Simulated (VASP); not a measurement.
A run of VASP 6.6.1 is set up as follows.

The input INCAR:

```
  PREC = Accurate
  ENCUT = 520
  EDIFF = 1E-7
  ISMEAR = 0
  SIGMA = 0.1
  LREAL = Auto
  LASPH = T
  NELM = 60
  ALGO = Fast
  ISIF = 2
  LWAVE = F
  LCHARG = F
  GGA = PS
  NBANDS = 90
```

File KPOINTS:

```
Automatic mesh
0
Gamma
  6 12 6
```

The input POSCAR:

```
Ta2N3
1.0
    7.8902409455      0.0000000000      0.0000000000
    0.0000000000      2.8580295615      0.0000000000
    0.0000000000      0.0000000000      7.6584365513
Ta N
8 12
Direct
    0.0205744059      0.2500000000      0.6865257118
    0.9794255941      0.7500000000      0.3134742882
    0.4794255941      0.7500000000      0.1865257118
    0.5205744059      0.2500000000      0.8134742882
    0.1957007319      0.2500000000      0.0050597407
    0.8042992681      0.7500000000      0.9949402593
    0.3042992681      0.7500000000      0.5050597407
    0.6957007319      0.2500000000      0.4949402593
    0.4545376994      0.2500000000      0.3767601249
    0.5454623006      0.7500000000      0.6232398751
    0.0454623006      0.7500000000      0.8767601249
    0.9545376994      0.2500000000      0.1232398751
    0.1223036984      0.2500000000      0.4469993289
    0.8776963016      0.7500000000      0.5530006711
    0.3776963016      0.7500000000      0.9469993289
    0.6223036984      0.2500000000      0.0530006711
    0.2768995479      0.2500000000      0.7084107295
    0.7231004521      0.7500000000      0.2915892705
    0.2231004521      0.7500000000      0.2084107295
    0.7768995479      0.2500000000      0.7915892705
```

Potentials or basis: VASP PAW PBE potentials, release 64 (Ta_pv, N).

Run with:

```console
$ cat potpaw_PBE.64/Ta_pv/POTCAR potpaw_PBE.64/N/POTCAR > POTCAR
$ mpirun -np 1 vasp_std > vasp.out
```

(1) Predict the pressure.

(2) Estimate the largest force.

(3) What does it give for the band gap on the k mesh?

Results:

(1) 61.0 GPa.

(2) 0.043 eV/Å.

(3) zero (bands 74 and 75 overlap by 1.51 eV).

Caveat: the cell stands under pressure; the PAW data sets were made with another functional, which shifts forces and pressure a little; spin-orbit coupling is left out, which moves the levels of the heavy elements.
